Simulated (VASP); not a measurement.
A run of VASP 6.6.1 is set up as follows.

File INCAR:

```
PREC = Accurate
ENCUT = 500
EDIFF = 1E-6
ISMEAR = 0
SIGMA = 0.05
LREAL = False
LASPH = True
NELM = 120
ALGO = Normal
ISIF = 2
LWAVE = False
LCHARG = False
NBANDS = 10
GGA_COMPAT = False
```

KPOINTS

```
regular mesh
0
Gamma
  4 4 4
```

Contents of POSCAR:

```
Cs
1.0
   -2.9440120548      2.9440120548      2.9440120548
    2.9440120548     -2.9440120548      2.9440120548
    2.9440120548      2.9440120548     -2.9440120548
Cs
1
Direct
    0.0013351904      0.0035032132     -0.0039034730
```

Potentials or basis: VASP PAW LDA potentials, release 64 (Cs_sv).

Launch:

```sh
$ cat potpaw_LDA.64/Cs_sv/POTCAR > POTCAR
$ mpirun -np 1 vasp_std > vasp.out
```

**Question.** Estimate the pressure.

**Answer.** -0.2 GPa.

Caveat: the k points lie up to 0.38 Å⁻¹ apart.
